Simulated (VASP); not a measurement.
Crystal: Hf5H2.

```
Hf H
1.0
    -3.29713    3.29713    2.81327
     3.29713   -3.29713    2.81327
     3.29713    3.29713   -2.81327
Hf H
5 2
Direct
  0.50000 0.23150 0.73150
  0.50000 0.76850 0.26850
  0.23150 0.50000 0.73150
  0.76850 0.50000 0.26850
  0.00000 0.00000 0.00000
  0.75000 0.25000 0.50000
  0.25000 0.75000 0.50000
```

The cell was built from a structure type or drawn by symmetry, and may not be a known phase.

- Program: VASP 6.6.1
- Task: relaxation of cell and atoms
- Functional: PBE
- Potentials or basis: VASP PAW PBE potentials, release 64 (Hf_pv, H)
- Cutoff: 600 eV
- k mesh: 4 × 4 × 4
- Occupations: gaussian, width 0.2 eV
- Spin: no spin polarisation

At the start: pressure 3.6 GPa; volume 17.48 Å³/atom.

Question: How do energy, volume and symmetry change on relaxing?

Answer: Over 14 steps the energy falls by 348.4 meV/atom and the volume is 17.88 Å³/atom (+2.3 %); space group I4/mmm (No. 139, to 0.1 Å) before and after.

The path:
```csv
step,energy change (eV),largest force (eV/Å),pressure (GPa),volume (Å³)
1,0.0000,5.4974,3.63,122.33
2,-1.4615,3.0924,0.32,128.74
3,-2.2171,0.3597,-1.56,126.37
4,-2.2183,0.2563,-1.55,126.29
5,-2.2179,0.1626,-1.55,126.21
6,-2.2771,0.2425,0.93,123.30
7,-2.2819,0.2771,1.88,122.25
8,-2.3272,0.0680,0.81,123.49
9,-2.3540,0.3119,-1.27,126.13
10,-2.3821,0.1959,-0.77,125.57
11,-2.4373,0.0541,1.06,123.37
12,-2.4379,0.0664,0.66,123.85
13,-2.4387,0.0593,0.86,123.61
14,-2.4390,0.0157,-0.37,125.15
```

Final structure:
```yaml
crystal:
  lattice:
    - [-3.71120, 3.71120, 2.27160]
    - [3.71120, -3.71120, 2.27160]
    - [3.71120, 3.71120, -2.27160]
  atoms:
    - { symbol: Hf, position: [0.50000, 0.21809, 0.71809] }
    - { symbol: Hf, position: [0.50000, 0.78191, 0.28191] }
    - { symbol: Hf, position: [0.21809, 0.50000, 0.71809] }
    - { symbol: Hf, position: [0.78191, 0.50000, 0.28191] }
    - { symbol: Hf, position: [0.00000, 0.00000, 0.00000] }
    - { symbol: H, position: [0.75000, 0.25000, 0.50000] }
    - { symbol: H, position: [0.25000, 0.75000, 0.50000] }
```

Caveat: the k points lie up to 0.41 Å⁻¹ apart in the final cell, too coarse for converged energies and pressures of a metal.
